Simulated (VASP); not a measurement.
Wanted: the native input for a VASP 6.6.1 run.

- Task: single point
- Functional: LDA
- Potentials or basis: VASP PAW LDA potentials, release 64 (C)
- Cutoff: 600 eV
- k mesh: 10 × 10 × 10
- Occupations: gaussian, width 0.1 eV
- Spin: no spin polarisation
- Dipole correction: no
- Further INCAR settings: ALGO = Normal; EDIFF = 1e-06; NBANDS = 11

The structure of C lies in POSCAR:

```
C
1.0
    0.0000000000      1.7660495858      1.7660495858
    1.7660495858      0.0000000000      1.7660495858
    1.7660495858      1.7660495858      0.0000000000
C
2
Direct
    0.0000000000      0.0000000000      0.0000000000
    0.2500000000      0.2500000000      0.2500000000
```

One way to write it, as run:

INCAR

```
SYSTEM = C
ALGO = Normal
EDIFF = 1E-6
ENCUT = 600
GGA = CA
GGA_COMPAT = .FALSE.
ISIF = 2
ISMEAR = 0
LASPH = .TRUE.
LCHARG = .FALSE.
LREAL = .FALSE.
LWAVE = .FALSE.
NBANDS = 11
NELM = 120
PREC = Accurate
SIGMA = 0.1
```

KPOINTS

```
k-points
0
G
  10 10 10
  0 0 0
```

Potentials or basis: VASP PAW LDA potentials, release 64 (C).

Command:

```bash
$ cat potpaw_LDA.64/C/POTCAR > POTCAR
$ mpirun -np 1 vasp_std > vasp.out
```

It gave:

The pressure is 0.7 GPa. The band gap on the k mesh is 4.20 eV, indirect (least direct gap 5.63 eV).

Wall time 9 s on 1 thread of AMD EPYC 7R43 64-Core Processor (Zen 3), with other jobs on the host, peak memory 0.08 GiB.
